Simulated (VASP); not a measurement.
**ScSi2: single point with PBE**

Crystal: ScSi2.

```
CELL_PARAMETERS angstrom
3.66000 0.00000 0.00000
-1.83000 3.16965 0.00000
0.00000 0.00000 3.87000
ATOMIC_POSITIONS crystal
Sc 0.00000 0.00000 0.99742
Si 0.66667 0.33333 0.50000
Si 0.33333 0.66667 0.50000
```

```
Program                : VASP 6.6.1
Task                   : single point
Functional             : PBE
Potentials or basis    : VASP PAW PBE potentials, release 64 (Sc_sv, Si)
Cutoff                 : 520 eV
k mesh                 : 10 × 10 × 9
Occupations            : fermi-dirac, width 0.1 eV
Spin                   : no spin polarisation
Dipole correction      : no
Further INCAR settings : ALGO = Normal; EDIFF = 1e-06; NBANDS = 16
```

```yaml
Pressure: 25.3 GPa
Largest_force: 0.097 eV/Å
Band_gap_on_the_k_mesh: zero (an odd number of electrons rules out a gap without spin polarisation)
```

Forces in eV/Å, atoms in the order of the input:
```
Sc   0.000  0.000  0.097
Si   0.000  0.000 -0.048
Si   0.000  0.000 -0.048
```

Stress tensor (GPa, compression positive):
```
37.22  0.00  0.00
 0.00 37.22  0.00
 0.00  0.00  1.34
```

Levels at points of the mesh, in eV from the Fermi level:
```
           k point  band 5  band 6  band 7  band 8  band 9  band 10  band 11  band 12  band 13  band 14
(0.00, 0.00, 0.00)  -13.87   -3.57   -3.46   -3.46   -2.08     1.08     1.08     1.18     1.65     1.65
(0.50, 0.00, 0.00)  -10.93   -9.80   -4.51   -3.22   -2.76     0.48     0.77     2.26     2.46     2.67
```

Wall time 64 s on 1 thread of Intel(R) Xeon(R) Platinum 8488C (Sapphire Rapids), on a shared host, peak memory 0.19 GiB.

Caveat: the cell stands under pressure.
